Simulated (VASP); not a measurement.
# TiTe2 (P-3m1) in VASP: notebook, part 2 of 3

VASP 6.6.1.

## Step 5: Single point, PBEsol

This run uses another cell than the first one, of 24.27 Å³/atom.

The input, INCAR:

```
PREC     = Accurate       # precision mode
ENCUT    = 520            # plane-wave cutoff, eV
EDIFF    = 1E-7           # SCF threshold, eV
ISMEAR   = 0              # smearing method
SIGMA    = 0.03           # smearing width, eV
LREAL    = F              # projectors in reciprocal space
LASPH    = T              # aspherical terms in the spheres
NELM     = 80             # most SCF steps
ALGO     = Normal         # electronic algorithm
ISIF     = 2              # what is computed and relaxed
LWAVE    = F              # write WAVECAR
LCHARG   = T              # write CHGCAR
GGA      = PS             # functional
LELF     = T              # ELF
LVHAR    = T            
NBANDS   = 19             # bands
```

The input, KPOINTS:

```
Automatic mesh
0
Gamma
  12 12 8
```

The input, POSCAR:

```
TiTe2
1.0
    3.6518880048      0.0000000000      0.0000000000
   -1.8259440024      3.1626277839      0.0000000000
    0.0000000000      0.0000000000      6.3043350223
Ti Te
1 2
Direct
    0.0000000000      0.0000000000      0.0000000000
    0.3333333333      0.6666666667      0.2739086044
    0.6666666667      0.3333333333      0.7260913956
```

Potentials or basis: VASP PAW PBE potentials, release 64 (Ti_sv, Te).

Command:

```
$ cat potpaw_PBE.64/Ti_sv/POTCAR potpaw_PBE.64/Te/POTCAR > POTCAR
$ mpirun -np 1 vasp_std > vasp.out
```

OUTCAR:

```text
PREC = Accurate
   ENCUT = 520
   EDIFF = 1E-7
   ISMEAR = 0
   LREAL = F
   LASPH = T
   NELM = 80
   ISIF = 2
   GGA = PS

 ion  position               nearest neighbor table
   1  0.000  0.000  0.000-   2 2.73   3 2.73   2 2.73   3 2.73   3 2.73   2 2.73
   2  0.333  0.667  0.274-   1 2.73   1 2.73   1 2.73   3 3.55   3 3.55   3 3.55
   3  0.667  0.333  0.726-   1 2.73   1 2.73   1 2.73   2 3.55   2 3.55   2 3.55

  LATTYP: Found a hexagonal cell.
 ALAT       =     3.6518880048
 C/A-ratio  =     1.7263221145

  Lattice vectors:

 A1 = (   3.6518880048,   0.0000000000,   0.0000000000)
 A2 = (  -1.8259440024,   3.1626277839,   0.0000000000)
 A3 = (   0.0000000000,   0.0000000000,   6.3043350223)

Analysis of symmetry for initial positions (statically):
=====================================================================
 Subroutine PRICEL returns:
 Original cell was already a primitive cell.

 Routine SETGRP: Setting up the symmetry group for a
 hexagonal supercell.

 Subroutine GETGRP returns: Found 12 space group operations
 (whereof 12 operations were pure point group operations)
 out of a pool of 24 trial point group operations.

The static configuration has the point symmetry D_3d.

Analysis of symmetry for dynamics (positions and initial velocities):
=====================================================================
 Subroutine PRICEL returns:
 Original cell was already a primitive cell.

 Routine SETGRP: Setting up the symmetry group for a
 hexagonal supercell.

 Subroutine GETGRP returns: Found 12 space group operations
 (whereof 12 operations were pure point group operations)
 out of a pool of 24 trial point group operations.

The dynamic configuration has the point symmetry D_3d.

 Subroutine INISYM returns: Found 12 space group operations
 (whereof 12 operations are pure point group operations),
 and found     1 'primitive' translations

----------------------------------------------------------------------------------------

                                     Primitive cell

  volume of cell :      72.8123

  direct lattice vectors                    reciprocal lattice vectors
     3.651888005  0.000000000  0.000000000     0.273830961  0.158096379  0.000000000
    -1.825944002  3.162627784  0.000000000     0.000000000  0.316192758  0.000000000
     0.000000000  0.000000000  6.304335022     0.000000000  0.000000000  0.158621012

  length of vectors
     3.651888005  3.651888005  6.304335022     0.316192758  0.316192758  0.158621012

  position of ions in fractional coordinates (direct lattice)
     0.000000000  0.000000000  0.000000000
     0.333333333  0.666666667  0.273908604
     0.666666667  0.333333333  0.726091396

  ion indices of the primitive-cell ions
   primitive index   ion index
                 1           1
                 2           2
                 3           3

----------------------------------------------------------------------------------------

 KPOINTS: Automatic mesh

Automatic generation of k-mesh.
 Grid dimensions read from file:
 generate k-points for:   12   12    8

 Generating k-lattice:

  Cartesian coordinates                     Fractional coordinates (reciprocal lattice)
     0.022819247  0.013174698  0.000000000     0.083333333  0.000000000  0.000000000
     0.000000000  0.026349396  0.000000000     0.000000000  0.083333333  0.000000000
     0.000000000  0.000000000  0.019827626     0.000000000  0.000000000  0.125000000

  Length of vectors
     0.026349396  0.026349396  0.019827626

  Shift w.r.t. Gamma in fractional coordinates (k-lattice)
     0.000000000  0.000000000  0.000000000

 Subroutine IBZKPT returns following result:
 ===========================================

 Found    131 irreducible k-points:

 Following reciprocal coordinates:
            Coordinates               Weight
  0.000000  0.000000  0.000000      1.000000
  0.083333  0.000000  0.000000      6.000000
  0.166667  0.000000  0.000000      6.000000
  0.250000  0.000000  0.000000      6.000000
  0.333333  0.000000  0.000000      6.000000
  0.416667  0.000000  0.000000      6.000000
[... 16 lines left out ...]
  0.166667  0.000000  0.125000      6.000000
  0.000000  0.166667  0.125000      6.000000
 [... further k-points ...]
   k-points           NKPTS =    131   k-points in BZ     NKDIM =    131   number of bands    NBANDS=     19
   number of dos      NEDOS =    301   number of ions     NIONS =      3
   total plane-waves  NPLWV =  37632
   dimension x,y,z NGX =    28 NGY =   28 NGZ =   48
   dimension x,y,z NGXF=    56 NGYF=   56 NGZF=   96
   ions per type =               1   2
   NGX,Y,Z   is equivalent  to a cutoff of  12.75, 12.75, 12.66 a.u.
   NGXF,Y,Z  is equivalent  to a cutoff of  25.49, 25.49, 25.32 a.u.
 SYSTEM =  unknown system
   PREC   = accura    normal or accurate (medium, high low for compatibility)
   ISTART =      0    job   : 0-new  1-cont  2-samecut
   ICHARG =      2    charge: 1-file 2-atom 10-const
   ISPIN  =      1    spin polarized calculation?
   LNONCOLLINEAR =      F non collinear calculations
   LSORBIT =      F    spin-orbit coupling
   LASPH  =      T    aspherical Exc in radial PAW
   ENCUT  =  520.0 eV  38.22 Ry    6.18 a.u.   6.79  6.79 11.72*2*pi/ulx,y,z
   NELM   =     80;   NELMIN=  2; NELMDL= -5     # of ELM steps
   EDIFF  = 0.1E-06   stopping-criterion for ELM
   LREAL  =      F    real-space projection
   EDIFFG = 0.1E-05   stopping-criterion for IOM
   NSW    =      0    number of steps for IOM
   IBRION =     -1    ionic relax: 0-MD 1-quasi-New 2-CG
   NFREE  =      0    steps in history (QN), initial steepest desc. (CG)
   ISIF   =      2    stress and relaxation
   ISYM   =      2    0-nonsym 1-usesym 2-fastsym
   POTIM  = 0.5000    time-step for ionic-motion
   TEBEG  =    0.0;   TEEND  =   0.0 temperature during run
   PSTRESS=    0.0 pullay stress
   NELECT =      24.0000    total number of electrons
   NUPDOWN=      -1.0000    fix difference up-down
   EMIN   =  10.00;   EMAX   =-10.00  energy-range for DOS
   EFERMI =   0.00;   METHOD = LEGACY
   ISMEAR =     0;   SIGMA  =   0.03  broadening in eV -4-tet -1-fermi 0-gaus
   EFERMI_NEDOS =   21; number of points for ismear=-14 and -15
   IALGO  =     38    algorithm
   IMIX   =      4    mixing-type and parameters
     AMIX     =   0.40;   BMIX     =  1.00
     AMIX_MAG =   1.60;   BMIX_MAG =  1.00
  volume/ion in A,a.u.               =      24.27       163.79
  Fermi-wavevector in a.u.,A,eV,Ry     =   1.130864  2.137023 17.399851  1.278853
  Thomas-Fermi vector in A             =   2.267561
   LORBIT       =      0    0 simple, 1 ext, 2 COOP (PROOUT), +10 PAW based schemes
   GGA     = PS    functional components
   LHFCALC =     F    Hartree Fock is set to
   AEXX    =    0.0000 exact exchange contribution
   IVDW    =     0    specifies the selected vdW correction
   LEPSILON=     F    determine dielectric tensor
   LRPA    =     F    only Hartree local field effects (RPA)
 non-spin polarized calculation
 Gauss-broadening in eV      SIGMA  =   0.03
  energy-cutoff  :      520.00
  volume of cell :       72.81
 maximum number of plane-waves:      1980
   NGX = 13   NGY = 13   NGZ = 23

 number of electron      24.0000002 magnetization

 Free energy of the ion-electron system (eV)
  ---------------------------------------------------
  ext. energy  EPLUGINS =         0.00000000
  ---------------------------------------------------
  free energy    TOTEN  =       -17.52093429 eV

  energy without entropy =      -17.52053369  energy(sigma->0) =      -17.52073399

 E-fermi :   7.9298     XC(G=0): -10.4866

 val. band max:        7.9258220323   @ k =   0.4167   0.0000   0.2500
 cond. band min:       7.9299394758   @ k =   0.4167   0.0000   0.1250
 fundamental gap:      0.0041174435
 Fermi energy:         7.9298427898

 k-point     1 :       0.0000    0.0000    0.0000
  band No.  band energies     occupation
      1     -49.1079      2.00000
      2     -25.4795      2.00000
      3     -25.4795      2.00000
      4     -25.4535      2.00000
      5      -5.0850      2.00000
      6      -3.2354      2.00000
[... 11 lines left out ...]
     18      13.2107      0.00000
     19      14.4744      0.00000
[... 489 lines left out ...]
      3     -25.4831      2.00000
      4     -25.4497      2.00000
      5      -4.6937      2.00000
      6      -3.1399      2.00000
[... 11 lines left out ...]
     18      13.9411      0.00000
     19      14.8900      0.00000

 [... further k-points ...]

------------------------ aborting loop because EDIFF is reached ----------------------------------------

  FORCE on cell =-STRESS in cart. coord.  units (eV):
  Direction    XX          YY          ZZ          XY          YZ          ZX
  --------------------------------------------------------------------------------------
  -------------------------------------------------------------------------------------
  Total        0.9286177      0.9286177      0.9398312      0.0000000     -0.0000000      0.0000000
  in kB       20.4334987     20.4334987     20.6802434      0.0000000     -0.0000000      0.0000000
  external PRESSURE =      20.5157470 kB  Pullay stress =       0.0000000 kB

 VOLUME and BASIS-vectors are now :
 -----------------------------------------------------------------------------
  energy-cutoff  :      520.00
  volume of cell :       72.81
      direct lattice vectors                 reciprocal lattice vectors
     3.651888005  0.000000000  0.000000000     0.273830961  0.158096379  0.000000000
    -1.825944002  3.162627784  0.000000000     0.000000000  0.316192758  0.000000000
     0.000000000  0.000000000  6.304335022     0.000000000  0.000000000  0.158621012

 POSITION                                       TOTAL-FORCE (eV/Angst)
 -----------------------------------------------------------------------------------
      0.00000      0.00000      0.00000        -0.000000      0.000000      0.000000
     -0.00000      2.10842      1.72681        -0.000000      0.000000      0.020096
      1.82594      1.05421      4.57752         0.000000     -0.000000     -0.020096
 -----------------------------------------------------------------------------------
    total drift:                                0.000000     -0.000000     -0.000000

  FREE ENERGIE OF THE ION-ELECTRON SYSTEM (eV)
  ---------------------------------------------------
  free  energy   TOTEN  =       -17.5209342931 eV

  energy  without entropy=      -17.5205336861  energy(sigma->0) =      -17.52073399
```

Wall time 4.1 min (1 thread of Intel Xeon 8259CL, shared host); peak memory 0.31 GiB.

Results:

| Quantity | Value |
| --- | --- |
| Free energy | -17.5209 eV |
| Pressure | 2.1 GPa |
| Largest force | 0.020 eV/Å |
| Band gap on the k mesh | zero (bands 12 and 13 overlap by 0.89 eV) |

Forces in eV/Å, atoms in the order of the input:
```
Ti   0.000  0.000  0.000
Te   0.000  0.000  0.020
Te   0.000  0.000 -0.020
```

Caveat: the PAW data sets were made with another functional, which shifts forces and pressure a little; spin-orbit coupling is left out, which moves the levels of the heavy elements; this functional lacks dispersion, which binds layers or chains, so the pressure and a relaxed spacing across them are unreliable.

## Step 6: Relaxation of cell and atoms, PBEsol, target pressure 8 GPa, at which the enthalpy is minimised

This run uses another cell than the first one, of 22.78 Å³/atom.

The input, INCAR:

```
ALGO = Normal
EDIFF = 1E-7
EDIFFG = -0.002
ENCUT = 600
GGA = PS
IBRION = 2
ISIF = 3
ISMEAR = 0
LASPH = True
LCHARG = False
LREAL = False
LWAVE = False
NELM = 100
NSW = 80
PREC = Accurate
PSTRESS = 80.0
SIGMA = 0.03
```

The input, KPOINTS:

```
k-points
0
Gamma
  12 12 8
```

The input, POSCAR:

```
TiTe2
1.0
    3.5802227982      0.0000000000      0.0000000000
   -1.7901113991      3.1005638944      0.0000000000
    0.0000000000      0.0000000000      6.1554085297
Ti Te
1 2
Direct
    0.0000000000      0.0000000000      0.0000000000
    0.3333333333      0.6666666667      0.2812740323
    0.6666666667      0.3333333333      0.7187259677
```

Potentials or basis: VASP PAW PBE potentials, release 64 (Ti_sv, Te).

Command:

```
$ cat potpaw_PBE.64/Ti_sv/POTCAR potpaw_PBE.64/Te/POTCAR > POTCAR
$ mpirun -np 1 vasp_std > vasp.out
```

Run time: 29 min. Hardware: 1 thread of Intel Xeon 8259CL, shared host; peak memory 0.36 GiB.

It converged, with:

| Quantity | Value |
| --- | --- |
| Free energy | -17.3394 eV |
| Relaxed volume | 22.21 Å³/atom |
| Relaxed cell | a = 3.549 Å, b = 3.549 Å, c = 6.108 Å, α = 90.00°, β = 90.00°, γ = 120.00° |
| Space group after relaxing (to 0.1 Å) | P-3m1 (No. 164) |
| Energy change on relaxing (the run minimises the enthalpy) | +24.4 meV/atom |
| Ionic steps | 11 |
| Pressure after relaxing | 8.0 GPa |
| Band gap on the k mesh | zero (bands 12 and 13 overlap by 0.94 eV) |

Step by step:
| step | energy change (eV) | largest force (eV/Å) | pressure (GPa) | volume (Å³) |
| --- | --- | --- | --- | --- |
| 1 | 0.0000 | 0.0190 | 6.05 | 68.33 |
| 2 | 0.1370 | 0.3555 | 10.37 | 65.62 |
| 3 | 0.0567 | 0.1753 | 8.01 | 67.03 |
| 4 | 0.0647 | 0.0906 | 8.01 | 66.83 |
| 5 | 0.0738 | 0.0072 | 8.01 | 66.64 |
| 6 | 0.0734 | 0.0106 | 8.01 | 66.64 |
| 7 | 0.0729 | 0.0033 | 7.98 | 66.65 |
| 8 | 0.0725 | 0.0015 | 7.96 | 66.66 |
| 9 | 0.0753 | 0.0064 | 8.06 | 66.60 |
| 10 | 0.0737 | 0.0018 | 8.02 | 66.63 |
| 11 | 0.0733 | 0.0008 | 8.00 | 66.64 |

Final structure:
```xyz
3
Lattice="3.5494 0.0000 0.0000 -1.7747 3.0739 0.0000 0.0000 0.0000 6.1081" Properties=species:S:1:pos:R:3 pbc="T T T"
Ti    0.0000    0.0000    0.0000
Te    0.0000    2.0493    1.7345
Te    1.7747    1.0246    4.3736
```

Levels at points of the mesh, in eV from the Fermi level:
```
           k point  band 10  band 11  band 12  band 13  band 14  band 15
(0.00, 0.00, 0.00)     0.06     0.55     0.55     1.23     1.73     1.73
(0.50, 0.00, 0.00)    -2.79    -1.70    -1.37    -0.15     1.59     1.93
(0.00, 0.00, 0.50)    -1.40     0.52     0.52     1.00     1.00     1.38
(0.50, 0.00, 0.50)    -2.32    -0.73    -0.66    -0.17     1.59     2.00
```

Caveat: the cell is relaxed towards a set pressure, so the run minimises the enthalpy, not the energy; the PAW data sets were made with another functional, which shifts forces and pressure a little; spin-orbit coupling is left out, which moves the levels of the heavy elements.

[end of part 2 of 3]
